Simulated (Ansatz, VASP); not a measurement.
**Cu: VASP beside Ansatz**

INCAR

```
  PREC = Accurate
  ENCUT = 520
  EDIFF = 1E-6
  ISMEAR = -1
  SIGMA = 0.1
  LREAL = F
  LASPH = T
  NELM = 60
  ALGO = Normal
  ISIF = 2
  LWAVE = F
  LCHARG = F
  GGA = PE
  NBANDS = 24
```

File KPOINTS:

```
regular mesh
0
Gamma
  12 12 17
```

File POSCAR:

```
Cu
1.0
    4.0704148995      0.0000000000      0.0000000000
   -2.0352074497      3.5250827069      0.0000000000
    0.0000000000      0.0000000000      2.4449275017
Cu
3
Direct
    0.0000000000      0.0000000000      0.0000000000
    0.3333333333      0.6666666667      0.5000000000
    0.6666666667      0.3333333333      0.5000000000
```

Input for Ansatz:

```yaml
crystal:
  lattice:
    - [4.0704148995, 0.0, 0.0]
    - [-2.0352074497, 3.5250827069, 0.0]
    - [0.0, 0.0, 2.4449275017]
  atoms:
    - { symbol: Cu, position: [0.0, 0.0, 0.0] }
    - { symbol: Cu, position: [0.3333333333, 0.6666666667, 0.5] }
    - { symbol: Cu, position: [0.6666666667, 0.3333333333, 0.5] }
hamiltonian:
  xc: pbe
  pseudopotentials:
    kind: paw
    azcp:
      Cu: "pseudopotentials/Cu.paw.azcp"
basis:
  ecutwfc: 420
  fft_grid_basis: typed
kpoints:
  mp_grid: { grid: [12, 12, 17], shift: [0, 0, 0] }
magnetization:
  spin_polarized: false
scf:
  occupations: { method: fermi_dirac, width: 0.1 }
output:
  stress: true
```

Alike in both runs: task single point; functional PBE; k mesh 12 × 12 × 17; occupations fermi-dirac, width 0.1 eV; no spin polarisation.

|  | VASP | Ansatz |
| --- | --- | --- |
| version | VASP 6.6.1 | Ansatz 0.2.0 |
| potentials or method | VASP PAW PBE potentials, release 64 (Cu), cutoff 520 eV | plane waves (420 eV) with PAW, scalar-relativistic |
| valence electrons in the cell | 33 | 57 |

Ansatz gave:

- pressure (GPa): 6.0
- traceless stress, the component that is largest in VASP (GPa): -0.13

Question: Estimate VASP's values.

Answer: Pressure (GPa): 6.8; traceless stress, the component that is largest in VASP (GPa): -0.21.

VASP's potentials hold 33 valence electrons a cell and Ansatz's 57, so a difference there can come from the potentials and not from the codes.
